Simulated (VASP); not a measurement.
Here is a VASP 6.6.1 calculation.

Contents of INCAR:

```
PREC = Accurate ; ENCUT = 520
EDIFF = 1E-7 ; ISMEAR = -1
SIGMA = 0.1 ; LREAL = F
LASPH = T ; NELM = 80
ALGO = Normal ; ISIF = 2
LWAVE = F ; LCHARG = F
GGA = RP ; NBANDS = 13
```

KPOINTS

```
Automatic mesh
0
Gamma
  17 17 17
```

Contents of POSCAR:

```
Pb
1.0
    0.0000000000      2.5161568203      2.5161568203
    2.5161568203      0.0000000000      2.5161568203
    2.5161568203      2.5161568203      0.0000000000
Pb
1
Direct
    0.0000000000      0.0000000000      0.0000000000
```

Potentials or basis: VASP PAW PBE potentials, release 64 (Pb_d).

Run with:

```console
$ cat potpaw_PBE.64/Pb_d/POTCAR > POTCAR
$ mpirun -np 1 vasp_std > vasp.out
```

**Question.** What does it give for the pressure?

**Answer.** 1.6 GPa.

**Question.** Predict the band gap on the k mesh.

**Answer.** Zero (band 7 reaches 13.93 eV, above the bottom of band 8 at 5.35 eV).

Caveat: the PAW data sets were made with another functional, which shifts forces and pressure a little; spin-orbit coupling is left out, which moves the levels of the heavy elements.
